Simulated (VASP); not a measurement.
Crystal: NaF.

```
CELL_PARAMETERS angstrom
0.00000 2.29717 2.29717
2.29717 0.00000 2.29717
2.29717 2.29717 0.00000
ATOMIC_POSITIONS crystal
Na 0.00000 0.00000 0.00000
F 0.50000 0.50000 0.50000
```

Base run:

```yaml
Program: VASP 6.6.1
Functional: HSE06
Potentials_or_basis: VASP PAW PBE potentials, release 64 (Na_pv, F)
Cutoff: 520 eV
k_mesh: 6 × 6 × 6
Occupations: gaussian, width 0.01 eV
Spin: no spin polarisation
```

Its results: band gap on the k mesh 8.60 eV, direct; pressure 1.6 GPa.

Problem. After a change of settings the same cell gave: band gap on the k mesh 7.32 eV, direct; pressure -0.8 GPa. Which change was it?
A. functional from HSE06 to PBE; further incar settings from ALGO = Normal; EDIFF = 1e-06; NBANDS = 14 to ALGO = Normal; EDIFF = 1e-07; NBANDS = 14
B. functional from HSE06 to PBE
C. functional from HSE06 to r2SCAN

Solution. C.

HSE06 gives the wider gap, since exact exchange removes part of the self-interaction.

Caveats: the PAW data sets were made with another functional, which shifts forces and pressure a little.
